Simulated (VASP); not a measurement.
# B3As2 (Cmmm) in VASP: notebook, part 2 of 2

VASP 6.6.1. Earlier steps stand in the parts before.

## (3) Single point, PBE

This run uses another cell than the first one, of 13.43 Å³/atom, 0.776 times its volume.

The input, INCAR:

```
PREC = Accurate
ENCUT = 520
EDIFF = 1E-7
ISMEAR = 0
SIGMA = 0.1
LREAL = F
LASPH = T
NELM = 80
ALGO = Normal
ISIF = 2
LWAVE = F
LCHARG = F
GGA = PE
NBANDS = 18
```

The input, KPOINTS:

```
Automatic mesh
0
Gamma
  8 8 14
```

The input, POSCAR:

```
B3As2
1.0
    3.3286974688     -3.8671027302      0.0000000000
    3.3286974688      3.8671027302      0.0000000000
    0.0000000000      0.0000000000      2.6084359520
B As
3 2
Direct
    0.1022831648      0.8977168352      0.0000000000
    0.8977168352      0.1022831648      0.0000000000
    0.5000000000      0.5000000000      0.5000000000
    0.5000000000      0.0000000000      0.0000000000
    0.0000000000      0.5000000000      0.0000000000
```

Potentials or basis: VASP PAW PBE potentials, release 64 (B, As).

Launch:

```sh
cat potpaw_PBE.64/B/POTCAR potpaw_PBE.64/As/POTCAR > POTCAR
mpirun -np 1 vasp_std > vasp.out
```

OUTCAR:

```text
PREC = Accurate
   ENCUT = 520
   EDIFF = 1E-7
   ISMEAR = 0
   LREAL = F
   LASPH = T
   NELM = 80
   ISIF = 2
   GGA = PE

 ion  position               nearest neighbor table
   1  0.102  0.898  0.000-   2 1.58   4 2.02   5 2.02
   2  0.898  0.102  0.000-   1 1.58   4 2.02   5 2.02
   3  0.500  0.500  0.500-
   4  0.500  0.000  0.000-   1 2.02   2 2.02
   5  0.000  0.500  0.000-   1 2.02   2 2.02

  LATTYP: Found a base centered orthorhombic cell.
[... 701 lines left out ...]

 [... further k-points ...]
[... 5 lines left out ...]
  --------------------------------------------------------------------------------------
  -------------------------------------------------------------------------------------
  Total        0.2403176      0.1295336      0.0558437     -0.0000000      0.0000000      0.0000000
  in kB        5.7335803      3.0904574      1.3323377     -0.0000000      0.0000000      0.0000000
  external PRESSURE =       3.3854584 kB  Pullay stress =       0.0000000 kB

 VOLUME and BASIS-vectors are now :
 -----------------------------------------------------------------------------
  energy-cutoff  :      520.00
  volume of cell :       67.15
      direct lattice vectors                 reciprocal lattice vectors
     3.328697469 -3.867102730  0.000000000     0.150208904 -0.129295763  0.000000000
     3.328697469  3.867102730  0.000000000     0.150208904  0.129295763  0.000000000
     0.000000000  0.000000000  2.608435952     0.000000000  0.000000000  0.383371499

 POSITION                                       TOTAL-FORCE (eV/Angst)
 -----------------------------------------------------------------------------------
      3.32870      3.07602      0.00000         0.000000      0.046360      0.000000
      3.32870     -3.07602      0.00000         0.000000     -0.046360     -0.000000
      3.32870      0.00000      1.30422        -0.000000      0.000000     -0.000000
      1.66435     -1.93355      0.00000         0.000000     -0.000000     -0.000000
      1.66435      1.93355      0.00000         0.000000     -0.000000     -0.000000
 -----------------------------------------------------------------------------------
    total drift:                                0.000000      0.000000      0.000000

  FREE ENERGIE OF THE ION-ELECTRON SYSTEM (eV)
  ---------------------------------------------------
  free  energy   TOTEN  =       -22.9135711303 eV

  energy  without entropy=      -22.9043522743  energy(sigma->0) =      -22.90896170
```

stdout:

```text
POSCAR found type information on POSCAR B As
 POSCAR found :  2 types and       5 ions
 scaLAPACK will be used
 LDA part: xc-table for (Slater+PW92), standard interpolation
 POSCAR, INCAR and KPOINTS ok, starting setup
 FFT: planning ... GRIDC
 FFT: planning ... GRID_SOFT
 FFT: planning ... GRID
 WAVECAR not read
 entering main loop
```

Wall time 2.4 min (1 thread of AMD EPYC 7R43 (Zen 3), shared host); peak memory 0.26 GiB.

Results:

```yaml
Free_energy: -22.9136 eV
Pressure: 0.3 GPa
Largest_force: 0.046 eV/Å
```

Forces in eV/Å, atoms in the order of the input:
```
B    0.000  0.046  0.000
B    0.000 -0.046  0.000
B    0.000  0.000  0.000
As   0.000  0.000  0.000
As   0.000  0.000  0.000
```

Levels at points of the mesh, in eV from the Fermi level:
| k point | band 6 | band 7 | band 8 | band 9 | band 10 | band 11 | band 12 | band 13 | band 14 | band 15 |
| --- | --- | --- | --- | --- | --- | --- | --- | --- | --- | --- |
| (0.00, 0.00, 0.00) | -5.63 | -4.43 | -3.20 | 0.19 | 2.63 | 4.86 | 5.07 | 5.09 | 5.95 | 6.68 |
| (0.50, 0.00, 0.00) | -5.75 | -3.54 | -1.62 | 0.20 | 1.72 | 3.17 | 3.55 | 4.87 | 5.89 | 6.63 |
| (0.50, 0.50, 0.00) | -4.26 | -1.50 | -0.77 | -0.03 | 0.34 | 0.88 | 1.38 | 3.74 | 4.70 | 6.03 |
| (0.00, 0.00, 0.50) | -5.01 | -4.55 | -2.90 | -1.52 | -1.36 | -0.25 | -0.17 | 0.62 | 0.96 | 1.25 |
| (0.50, 0.00, 0.50) | -5.29 | -3.18 | -2.82 | -2.61 | -2.49 | 0.18 | 0.65 | 0.75 | 1.35 | 3.01 |
| (0.50, 0.50, 0.50) | -5.07 | -4.62 | -3.88 | -2.22 | -2.20 | 2.31 | 2.31 | 2.55 | 2.58 | 3.06 |

## (4) Single point, PBE

This run uses another cell than the first one, of 13.73 Å³/atom, 0.794 times its volume.

The input, INCAR:

```
SYSTEM = B3As2
PREC     = Accurate       ! precision mode
ENCUT    = 600            ! plane-wave cutoff, eV
EDIFF    = 1E-6           ! SCF threshold, eV
ISMEAR   = 0              ! smearing method
SIGMA    = 0.1            ! smearing width, eV
LREAL    = .FALSE.        ! projectors in reciprocal space
LASPH    = .TRUE.         ! aspherical terms in the spheres
NELM     = 120            ! most SCF steps
ALGO     = Normal         ! electronic algorithm
ISIF     = 2              ! what is computed and relaxed
LWAVE    = .FALSE.        ! write WAVECAR
LCHARG   = .TRUE.         ! write CHGCAR
GGA      = PE             ! functional
LELF     = .TRUE.         ! ELF
LVHAR    = .TRUE.       
NBANDS   = 28             ! bands
GGA_COMPAT= .FALSE.
```

The input, KPOINTS:

```
Automatic mesh
0
G
  4 4 6
  0 0 0
```

The input, POSCAR:

```
B3As2
1.0
    3.7837539933     -3.3070452066      0.0000000000
    3.7837539933      3.3070452066      0.0000000000
    0.0000000000      0.0000000000      2.7437823505
B As
3 2
Direct
    0.8964266876      0.8964266876      0.0000000000
    0.1035733124      0.1035733124      0.0000000000
    0.5000000000      0.5000000000      0.5000000000
    0.0000000000      0.5000000000      0.0000000000
    0.5000000000      0.0000000000      0.0000000000
```

Potentials or basis: VASP PAW PBE potentials, release 64 (B, As_d).

Launch:

```sh
cat potpaw_PBE.64/B/POTCAR potpaw_PBE.64/As_d/POTCAR > POTCAR
mpirun -np 1 vasp_std > vasp.out
```

OUTCAR:

```text
SYSTEM = B3As2
   PREC = Accurate
   ENCUT = 600
   EDIFF = 1E-6
   ISMEAR = 0
   LREAL = .FALSE.
   LASPH = .TRUE.
   NELM = 120
   ISIF = 2
   GGA = PE

 ion  position               nearest neighbor table
   1  0.896  0.896  0.000-   2 1.57   4 1.99   5 1.99
   2  0.104  0.104  0.000-   1 1.57   4 1.99   5 1.99
   3  0.500  0.500  0.500-
   4  0.000  0.500  0.000-   1 1.99   2 1.99
   5  0.500  0.000  0.000-   1 1.99   2 1.99

  LATTYP: Found a base centered orthorhombic cell.
[... 940 lines left out ...]

 [... further k-points ...]
[... 5 lines left out ...]
  --------------------------------------------------------------------------------------
  -------------------------------------------------------------------------------------
  Total       -0.0839689     -0.0966785      0.0329910      0.0000000      0.0000000      0.0000000
  in kB       -1.9592345     -2.2557847      0.7697753      0.0000000      0.0000000      0.0000000
  external PRESSURE =      -1.1484146 kB  Pullay stress =       0.0000000 kB

 VOLUME and BASIS-vectors are now :
 -----------------------------------------------------------------------------
  energy-cutoff  :      600.00
  volume of cell :       68.67
      direct lattice vectors                 reciprocal lattice vectors
     3.783753993 -3.307045207  0.000000000     0.132143898 -0.151192369  0.000000000
     3.783753993  3.307045207  0.000000000     0.132143898  0.151192369  0.000000000
     0.000000000  0.000000000  2.743782351     0.000000000  0.000000000  0.364460395

 POSITION                                       TOTAL-FORCE (eV/Angst)
 -----------------------------------------------------------------------------------
      6.78372      0.00000      0.00000        -0.032785     -0.000000      0.000000
      0.78379      0.00000      0.00000         0.032785     -0.000000      0.000000
      3.78375      0.00000      1.37189         0.000000      0.000000      0.000000
      1.89188      1.65352      0.00000        -0.000000     -0.000000      0.000000
      1.89188     -1.65352      0.00000        -0.000000     -0.000000      0.000000
 -----------------------------------------------------------------------------------
    total drift:                                0.000000      0.000000     -0.000000

  FREE ENERGIE OF THE ION-ELECTRON SYSTEM (eV)
  ---------------------------------------------------
  free  energy   TOTEN  =       -22.8717150432 eV

  energy  without entropy=      -22.8628066919  energy(sigma->0) =      -22.86726087
```

It took 52 s on 1 thread of AMD EPYC 7R43 (Zen 3), shared host; peak memory 0.17 GiB.

What came out:

```yaml
Free_energy: -22.8717 eV
Pressure: -0.1 GPa
Largest_force: 0.033 eV/Å
```

Forces on the atoms (eV/Å):
```
B   -0.033  0.000  0.000
B    0.033  0.000  0.000
B    0.000  0.000  0.000
As   0.000  0.000  0.000
As   0.000  0.000  0.000
```

Caveat: the k points lie up to 0.38 Å⁻¹ apart.

## (5) The runs side by side

```csv
task,potentials or basis,cell,k mesh,cutoff (eV),second run,gap on the mesh (eV),pressure (GPa),largest force (eV/Å)
relaxation of cell and atoms,"VASP PAW PBE potentials, release 64 (B, As)","relaxed from a = 4.879, b = 4.879, c = 3.649 Å, angles 90.0, 90.0, 95.1°, 5 atoms",4 × 4 × 6,600,-,none,0.2,0.01
single point,"VASP PAW PBE potentials, release 64 (B, As)","a = 5.102, b = 5.102, c = 2.608 Å, angles 90.0, 90.0, 98.6°, 5 atoms",8 × 8 × 14,520,-,none,0.3,0.05
single point,"VASP PAW PBE potentials, release 64 (B, As_d)","a = 5.025, b = 5.025, c = 2.744 Å, angles 90.0, 90.0, 82.3°, 5 atoms",4 × 4 × 6,600,valence_matched,none,-0.1,0.03
```

Alike in all rows: level PBE; no spin polarisation; smearing gaussian 0.1 eV.

Caveats: some runs use coarse meshes; the volume moved by over 15 % at a fixed basis, so the end points are rough (some runs).

Total energies depend on the potentials used, so only differences within one code and one set of settings carry meaning.
